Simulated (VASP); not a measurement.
**As3Au: relaxation of cell and atoms with PBE**

The system is As3Au.

```xyz
4
Lattice="4.2905 0.0000 0.0000 0.0000 4.2905 0.0000 0.0000 0.0000 4.2905" Properties=species:S:1:pos:R:3 pbc="T T T"
As    0.0000    2.1453    2.1453
As    2.1453    0.0000    2.1453
As    2.1453    2.1453    0.0000
Au    0.0000    0.0000    0.0000
```

```
Program                : VASP 6.6.1
Task                   : relaxation of cell and atoms
Functional             : PBE
Potentials or basis    : VASP PAW PBE potentials, release 64 (As, Au)
Cutoff                 : 600 eV
k mesh                 : 12 × 12 × 12
Occupations            : gaussian, width 0.1 eV
Spin                   : no spin polarisation
Dipole correction      : no
Further INCAR settings : ALGO = Normal; EDIFF = 1e-07; IBRION = 2; EDIFFG = -0.01; NSW = 100; ISIF = 3
```

```json
{
  "Relaxed volume": "19.31 Å³/atom",
  "Relaxed cell": "a = 4.259 Å, b = 4.259 Å, c = 4.259 Å, α = 90.00°, β = 90.00°, γ = 90.00°",
  "Space group after relaxing (to 0.1 Å)": "Pm-3m (No. 221)",
  "Energy gained by relaxing": "2.5 meV/atom",
  "Ionic steps": "3",
  "Pressure after relaxing": "0.0 GPa",
  "Band gap on the k mesh": "zero (bands 13 and 14 overlap by 1.39 eV)"
}
```

The path:
| step | energy change (eV) | largest force (eV/Å) | pressure (GPa) | volume (Å³) |
| --- | --- | --- | --- | --- |
| 1 | 0.0000 | 0.0000 | -1.82 | 78.98 |
| 2 | -0.0077 | 0.0000 | 0.94 | 76.45 |
| 3 | -0.0100 | 0.0000 | 0.00 | 77.25 |

Final structure:
```cif
data_structure
_symmetry_space_group_name_H-M 'P 1'
_symmetry_Int_Tables_number 1
_cell_length_a 4.2590
_cell_length_b 4.2590
_cell_length_c 4.2590
_cell_angle_alpha 90.000
_cell_angle_beta 90.000
_cell_angle_gamma 90.000
_cell_volume 77.25
loop_
_atom_site_label
_atom_site_type_symbol
_atom_site_fract_x
_atom_site_fract_y
_atom_site_fract_z
_atom_site_occupancy
As1 As 0.00000 0.50000 0.50000 1
As2 As 0.50000 0.00000 0.50000 1
As3 As 0.50000 0.50000 0.00000 1
Au1 Au 0.00000 0.00000 0.00000 1
```

Levels at points of the mesh, in eV from the Fermi level:
```tsv
k point	band 10	band 11	band 12	band 13	band 14	band 15	band 16	band 17
(0.00, 0.00, 0.00)	-4.01	-4.01	-1.70	0.33	0.33	0.33	2.76	2.76
(0.50, 0.00, 0.00)	-2.15	-2.15	-1.91	-1.91	-0.99	0.53	2.77	2.77
(0.50, 0.50, 0.00)	-3.02	-1.75	-1.66	-1.66	0.21	0.21	2.63	3.53
(0.50, 0.50, 0.50)	-3.70	-3.70	-3.70	-3.05	3.76	3.76	3.76	3.82
```

Run time: 110 s on 1 thread of Intel(R) Xeon(R) 6975P-C (Granite Rapids), on a shared host, peak memory 0.31 GiB.

Caveat: spin-orbit coupling is left out, which moves the levels of the heavy elements.
